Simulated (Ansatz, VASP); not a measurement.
## One calculation of Sn, two programs

```
Sn
1.0
    -2.91585    2.91585    1.60656
     2.91585   -2.91585    1.60656
     2.91585    2.91585   -1.60656
Sn
2
Direct
  0.00000 0.00000 0.00000
  0.75000 0.25000 0.50000
```

Change from the starting cell: zz strain of +1 %, crystal datasets.

Alike in both runs: task electric field gradients; functional PBE; k mesh 15 × 15 × 15; occupations fermi-dirac, width 0.05 eV; no spin polarisation.

|  | VASP | Ansatz |
| --- | --- | --- |
| version | VASP 6.6.1 | Ansatz 0.2.0 |
| potentials or method | VASP PAW PBE potentials, release 64 (Sn_d), cutoff 520 eV | all-electron PAW with datasets made for the crystal, scalar-relativistic |

Ansatz gave:

```
pressure (GPa)                                                : 2.1
traceless stress, the component that is largest in VASP (GPa) : -0.96
size of Vzz on the site where it differs most (V/Å²)          : 49.7
```

Problem. Which values does VASP return?

Solution. Pressure (GPa): 2.0; traceless stress, the component that is largest in VASP (GPa): -0.96; size of Vzz on the site where it differs most (V/Å²): 48.0.

Ansatz ran all-electron here, and VASP with PAW potentials.
